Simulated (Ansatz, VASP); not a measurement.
One calculation of Sn, two programs

```xyz
2
Lattice="-2.9735 2.9735 1.6062 2.9735 -2.9735 1.6062 2.9735 2.9735 -1.6062" Properties=species:S:1:pos:R:3 pbc="T T T"
Sn    0.0000    2.9735    0.8031
Sn    0.0000    0.0000    0.0000
```

Alike in both runs: functional PBE; k mesh 16 × 16 × 16; occupations gaussian, width 0.05 eV; no spin polarisation.

Ansatz relaxed the structure, and its values are those at the end. VASP's run is a single point on that final structure, the one shown.

```csv
,VASP,Ansatz
version,VASP 6.6.1,Ansatz 0.2.0
potentials or method,"VASP PAW PBE potentials, release 64 (Sn_d), cutoff 520 eV","scalar-relativistic, plane waves, PAW"
valence electrons in the cell,28,28
```

Ansatz gave:

```
gap on the k mesh at the Fermi level (eV) : none
pressure (GPa)                            : 0.0
```

Question: Estimate VASP's values.

Answer: gap on the k mesh at the Fermi level (eV): none; pressure (GPa): -0.1.

A gap of «none» marks a metal or a gap that the smearing closes.
